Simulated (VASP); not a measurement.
# Pb: single point with RPBE

Crystal: Pb.

```
Pb
1.0
     0.00000    2.44423    2.44423
     2.44423    0.00000    2.44423
     2.44423    2.44423    0.00000
Pb
1
Cartesian
  0.0000 0.0000 0.0000
```

This cell differs from its parent crystal: volume scaled by 0.88.

| Quantity | Value |
| --- | --- |
| Program | VASP 6.6.1 |
| Task | single point |
| Functional | RPBE |
| Potentials or basis | VASP PAW PBE potentials, release 64 (Pb_d) |
| Cutoff | 520 eV |
| k mesh | 17 × 17 × 17 |
| Occupations | fermi-dirac, width 0.1 eV |
| Spin | no spin polarisation |

| Property | Result |
| --- | --- |
| Pressure | 6.1 GPa |
| Band gap on the k mesh | zero (band 7 reaches 15.58 eV, above the bottom of band 8 at 6.14 eV) |

Levels at points of the mesh, in eV from the Fermi level:
| k point | band 5 | band 6 | band 7 | band 8 | band 9 | band 10 |
| --- | --- | --- | --- | --- | --- | --- |
| (0.00, 0.00, 0.00) | -17.05 | -12.04 | 7.71 | 7.71 | 7.71 | 9.71 |

It took 34 s on 1 thread of AMD EPYC 9R14 (Zen 4), with other jobs on the host, peak memory 0.17 GiB.

Caveat: the PAW data sets were made with another functional, which shifts forces and pressure a little; spin-orbit coupling is left out, which moves the levels of the heavy elements.
